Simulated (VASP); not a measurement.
# C in VASP: further runs, part 2 of 2

VASP 6.6.1. Earlier steps stand in the parts before.

## 5. Single point, PBE+D3(BJ) (9.40 Å³/atom)

This run uses another cell than the first one, of 9.40 Å³/atom.

The input, INCAR:

```
SYSTEM = C
PREC = Accurate ; ENCUT = 520
EDIFF = 1E-6 ; ISMEAR = 0
SIGMA = 0.1 ; LREAL = .FALSE.
LASPH = .TRUE. ; NELM = 60
ALGO = Normal ; ISIF = 2
LWAVE = .FALSE. ; LCHARG = .FALSE.
GGA = PE ; IVDW = 12
NBANDS = 16
```

The input, KPOINTS:

```
Automatic mesh
0
G
  18 18 6
  0 0 0
```

The input, POSCAR:

```
C
1.0
    2.4678377471      0.0000000000      0.0000000000
   -1.2339188735      2.1372101814      0.0000000000
    0.0000000000      0.0000000000      7.1262039312
C
4
Direct
    0.0000000000      0.0000000000      0.0025000000
    0.0000000000      0.0000000000      0.5025000000
    0.3333333333      0.6666666667      0.0025000000
    0.6666666667      0.3333333333      0.5025000000
```

Potentials or basis: VASP PAW PBE potentials, release 64 (C).

The run is started by

```bash
> cat potpaw_PBE.64/C/POTCAR > POTCAR
> mpirun -np 1 vasp_std > vasp.out
```

OUTCAR:

```text
SYSTEM = C
   PREC = Accurate
   ENCUT = 520
   EDIFF = 1E-6
   ISMEAR = 0
   LREAL = .FALSE.
   LASPH = .TRUE.
   NELM = 60
   ISIF = 2
   GGA = PE
   IVDW = 12
 IVDW          = 12

 ion  position               nearest neighbor table
   1  0.000  0.000  0.002-   3 1.42   3 1.42   3 1.42
   2  0.000  0.000  0.502-   4 1.42   4 1.42   4 1.42
   3  0.333  0.667  0.002-   1 1.42   1 1.42   1 1.42
   4  0.667  0.333  0.502-   2 1.42   2 1.42   2 1.42

  LATTYP: Found a hexagonal cell.
 ALAT       =     2.4678377471
 C/A-ratio  =     2.8876306554

  Lattice vectors:

 A1 = (   2.4678377471,   0.0000000000,   0.0000000000)
 A2 = (  -1.2339188735,   2.1372101814,   0.0000000000)
 A3 = (   0.0000000000,   0.0000000000,   7.1262039312)

Analysis of symmetry for initial positions (statically):
=====================================================================
 Subroutine PRICEL returns:
 Original cell was already a primitive cell.

 Routine SETGRP: Setting up the symmetry group for a
 hexagonal supercell.

 Subroutine GETGRP returns: Found 24 space group operations
 (whereof  6 operations were pure point group operations)
 out of a pool of 24 trial point group operations.

The static configuration has the point symmetry C_3v.
 The point group associated with its full space group is D_6h.

Analysis of symmetry for dynamics (positions and initial velocities):
=====================================================================
 Subroutine PRICEL returns:
 Original cell was already a primitive cell.

 Routine SETGRP: Setting up the symmetry group for a
 hexagonal supercell.

 Subroutine GETGRP returns: Found 24 space group operations
 (whereof  6 operations were pure point group operations)
 out of a pool of 24 trial point group operations.

The dynamic configuration has the point symmetry C_3v.
 The point group associated with its full space group is D_6h.

 Subroutine INISYM returns: Found 24 space group operations
[... 123 lines left out ...]
  Fermi-wavevector in a.u.,A,eV,Ry     =   1.231518  2.327232 20.635097  1.516637
  Thomas-Fermi vector in A             =   2.366324
   LORBIT       =      0    0 simple, 1 ext, 2 COOP (PROOUT), +10 PAW based schemes
   GGA     = PE    functional components
   LHFCALC =     F    Hartree Fock is set to
   AEXX    =    0.0000 exact exchange contribution
   IVDW    =    12    specifies the selected vdW correction
   LEPSILON=     F    determine dielectric tensor
   LRPA    =     F    only Hartree local field effects (RPA)
 non-spin polarized calculation
 Gauss-broadening in eV      SIGMA  =   0.10
  energy-cutoff  :      520.00
  volume of cell :       37.59
 maximum number of plane-waves:      1031
   NGX =  9   NGY =  9   NGZ = 27

 number of electron      15.9999995 magnetization

 Free energy of the ion-electron system (eV)
  ---------------------------------------------------
  ext. energy  EPLUGINS =         0.00000000
  ---------------------------------------------------
  free energy    TOTEN  =       -36.87864737 eV

  energy without entropy =      -36.87783605  energy(sigma->0) =      -36.87824171

 E-fermi :   4.1462     XC(G=0):  -9.9025

 val. band max:        4.1437218226   @ k =   0.3333   0.3333   0.5000
 cond. band min:       4.1506201870   @ k =   0.3333   0.3333   0.3333
 fundamental gap:      0.0068983643
 Fermi energy:         4.1461855362

 k-point     1 :       0.0000    0.0000    0.0000
  band No.  band energies     occupation
      1     -15.4303      2.00000
      2     -15.2446      2.00000
      3      -4.1161      2.00000
      4      -2.6816      2.00000
      5       1.1187      2.00000
      6       1.1187      2.00000
[... 433 lines left out ...]
      3      -8.0791      2.00000
      4      -7.9830      2.00000
      5      -3.0892      2.00000
      6      -3.0457      2.00000
[... 8 lines left out ...]
     15      16.8358      0.00000
     16      18.0861      0.00000

 [... further k-points ...]

------------------------ aborting loop because EDIFF is reached ----------------------------------------

 Edisp (eV)   -0.58153

 E8    (eV) :    -0.1635

  FORCE on cell =-STRESS in cart. coord.  units (eV):
  Direction    XX          YY          ZZ          XY          YZ          ZX
  --------------------------------------------------------------------------------------
  -------------------------------------------------------------------------------------
  Total      -0.14729    -0.14729    -0.32712    -0.00000    -0.00000     0.00000
  in kB      -6.27845    -6.27845   -13.94422    -0.00000    -0.00000     0.00000
  external pressure =       -8.83 kB  Pullay stress =        0.00 kB

 VOLUME and BASIS-vectors are now :
 -----------------------------------------------------------------------------
  energy-cutoff  :      520.00
  volume of cell :       37.59
      direct lattice vectors                 reciprocal lattice vectors
     2.467837747  0.000000000  0.000000000     0.405213026  0.233949849  0.000000000
    -1.233918873  2.137210181  0.000000000     0.000000000  0.467899699  0.000000000
     0.000000000  0.000000000  7.126203931     0.000000000  0.000000000  0.140327166

 POSITION                                       TOTAL-FORCE (eV/Angst)
 -----------------------------------------------------------------------------------
      0.00000      0.00000      0.01782        -0.000000     -0.000000      0.000000
      0.00000      0.00000      3.58092         0.000000      0.000000      0.000000
     -0.00000      1.42481      0.01782         0.000000     -0.000000     -0.000000
      1.23392      0.71240      3.58092        -0.000000      0.000000     -0.000000
 -----------------------------------------------------------------------------------
    total drift:                               -0.000000     -0.000000     -0.000001

  FREE ENERGIE OF THE ION-ELECTRON SYSTEM (eV)
  ---------------------------------------------------
  free  energy   TOTEN  =       -37.4601749640 eV

  energy  without entropy=      -37.4593636424  energy(sigma->0) =      -37.45976930
```

OSZICAR:

```text
N       E                     dE             d eps       ncg     rms          rms(c)
DAV:   1     0.314944164837E+02    0.31494E+02   -0.78394E+03  4744   0.924E+02
DAV:   2    -0.365136261849E+02   -0.68008E+02   -0.61838E+02  6640   0.184E+02
DAV:   3    -0.392388549688E+02   -0.27252E+01   -0.27114E+01  6296   0.346E+01
DAV:   4    -0.392632191494E+02   -0.24364E-01   -0.24357E-01  5880   0.391E+00
DAV:   5    -0.392636212661E+02   -0.40212E-03   -0.40210E-03  6176   0.476E-01    0.889E+00
DAV:   6    -0.374522773448E+02    0.18113E+01   -0.12270E+00  5648   0.692E+00    0.520E+00
DAV:   7    -0.368696491769E+02    0.58263E+00   -0.15266E+00  5808   0.783E+00    0.146E+00
DAV:   8    -0.368796427470E+02   -0.99936E-02   -0.69792E-02  5560   0.156E+00    0.310E-01
DAV:   9    -0.368784269147E+02    0.12158E-02   -0.18735E-03  6072   0.299E-01    0.103E-01
DAV:  10    -0.368786543820E+02   -0.22747E-03   -0.70958E-04  5104   0.168E-01    0.747E-02
DAV:  11    -0.368786466588E+02    0.77232E-05   -0.28196E-05  6176   0.351E-02    0.101E-02
DAV:  12    -0.368786473725E+02   -0.71376E-06   -0.12130E-06  5152   0.829E-03
   1 F= -.37460175E+02 E0= -.37459769E+02  d E =-.811322E-03
```

Wall time 1.8 min (1 thread of Intel Xeon 8259CL, shared host); peak memory 0.2 GiB.

Results:

```yaml
Free_energy: -37.4602 eV
Pressure: -0.9 GPa
Band_gap_on_the_k_mesh: zero (bands 8 and 9 overlap by 0.01 eV)
Dispersion_energy_per_atom: -0.145 eV
```

## 6. Single point, PBE+D3(BJ) (9.75 Å³/atom)

This run uses another cell than the first one, of 9.75 Å³/atom.

The input, INCAR:

```
SYSTEM = C
PREC     = Accurate       ! precision mode
ENCUT    = 520            ! plane-wave cutoff, eV
EDIFF    = 1E-6           ! SCF threshold, eV
ISMEAR   = 0              ! smearing method
SIGMA    = 0.1            ! smearing width, eV
LREAL    = .False.        ! projectors in reciprocal space
LASPH    = .True.         ! aspherical terms in the spheres
NELM     = 100            ! most SCF steps
ALGO     = Normal         ! electronic algorithm
ISIF     = 2              ! what is computed and relaxed
LWAVE    = .False.        ! write WAVECAR
LCHARG   = .False.        ! write CHGCAR
GGA      = PE             ! functional
IVDW     = 12             ! dispersion correction
NBANDS   = 16             ! bands
```

The input, KPOINTS:

```
Automatic mesh
0
Gamma
  18 18 6
  0 0 0
```

The input, POSCAR:

```
C
1.0
    2.4688967988      0.0000000000      0.0000000000
   -1.2344483994      2.1381273471      0.0000000000
    0.0000000000      0.0000000000      7.3887742664
C
4
Direct
    0.0000000000      0.0000000000      0.0025000000
    0.0000000000      0.0000000000      0.5025000000
    0.3333333333      0.6666666667      0.0025000000
    0.6666666667      0.3333333333      0.5025000000
```

Potentials or basis: VASP PAW PBE potentials, release 64 (C).

The run is started by

```bash
> cat potpaw_PBE.64/C/POTCAR > POTCAR
> mpirun -np 1 vasp_std > vasp.out
```

It took 1.9 min on 1 thread of Intel Xeon 8259CL, shared host; peak memory 0.2 GiB.

Results (log left out):

```yaml
Free_energy: -37.4471 eV
Pressure: -1.3 GPa
Band_gap_on_the_k_mesh: zero (bands 8 and 9 overlap by 0.01 eV)
Dispersion_energy_per_atom: -0.139 eV
```

Stress tensor (GPa, compression positive):
```
-1.04  0.00  0.00
 0.00 -1.04  0.00
 0.00  0.00 -1.77
```

Levels at points of the mesh, in eV from the Fermi level:
```tsv
k point	band 6	band 7	band 8	band 9	band 10	band 11
(0.00, 0.00, 0.00)	-3.03	-3.03	-3.03	3.65	8.29	8.29
(0.50, 0.00, 0.00)	-6.39	-2.57	-2.17	1.51	1.96	7.25
(0.00, 0.00, 0.50)	-3.03	-3.03	-3.03	5.62	5.62	8.30
(0.50, 0.00, 0.50)	-6.40	-2.35	-2.35	1.66	1.66	7.34
```

## 7. Overview

```tsv
cell	gap on the mesh (eV)	pressure (GPa)
a = 2.463, b = 2.463, c = 6.548 Å, angles 90.0, 90.0, 120.0°, 4 atoms, atomic positions A	none	1.6
a = 2.470, b = 2.470, c = 6.790 Å, angles 90.0, 90.0, 120.0°, 4 atoms, atomic positions B	none	-1.4
a = 2.467, b = 2.467, c = 6.931 Å, angles 90.0, 90.0, 120.0°, 4 atoms, atomic positions A	none	-0.4
a = 2.468, b = 2.468, c = 7.126 Å, angles 90.0, 90.0, 120.0°, 4 atoms, atomic positions A	none	-0.9
a = 2.469, b = 2.469, c = 7.389 Å, angles 90.0, 90.0, 120.0°, 4 atoms, atomic positions A	none	-1.3
```

Alike in all rows: task single point; level PBE+D3(BJ); potentials or basis VASP PAW PBE potentials, release 64 (C); no spin polarisation; k mesh 18 × 18 × 6; cutoff (eV) 520; smearing gaussian 0.1 eV.

Absolute energies hang on the potentials; compare differences alone.
